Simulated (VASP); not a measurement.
The system is WSe4.

```
CELL_PARAMETERS angstrom
5.03483 0.00000 0.00000
0.00000 5.03483 0.00000
0.00000 0.00000 5.03483
ATOMIC_POSITIONS crystal
W 0.00000 0.00000 0.00000
Se 0.50000 0.00000 0.00000
Se 0.00000 0.50000 0.00000
Se 0.00000 0.00000 0.50000
Se 0.50000 0.50000 0.50000
```

```yaml
Program: VASP 6.6.1
Task: relaxation of cell and atoms
Functional: PBE
Potentials_or_basis: VASP PAW PBE potentials, release 64 (W_sv, Se)
Cutoff: 600 eV
k_mesh: 4 × 4 × 4
Occupations: gaussian, width 0.1 eV
Spin: no spin polarisation
```

At the start: pressure -5.7 GPa; volume 25.53 Å³/atom.

Task: How do energy, volume and symmetry change on relaxing?

Result: Over 3 steps the energy falls by 36.5 meV/atom and the volume is 23.62 Å³/atom (-7.5 %); space group Pm-3m (No. 221, to 0.05 Å).

Step by step:
| step | energy change (eV) | largest force (eV/Å) | pressure (GPa) | volume (Å³) |
| --- | --- | --- | --- | --- |
| 1 | 0.0000 | 0.0000 | -5.66 | 127.63 |
| 2 | -0.0790 | 0.0000 | 5.52 | 111.68 |
| 3 | -0.1827 | 0.0000 | -0.04 | 118.09 |

Final structure:
```xyz
5
Lattice="4.9061 0.0000 0.0000 0.0000 4.9061 0.0000 0.0000 0.0000 4.9061" Properties=species:S:1:pos:R:3 pbc="T T T"
W     0.0000    0.0000    0.0000
Se    2.4531    0.0000    0.0000
Se    0.0000    2.4531    0.0000
Se    0.0000    0.0000    2.4531
Se    2.4531    2.4531    2.4531
```
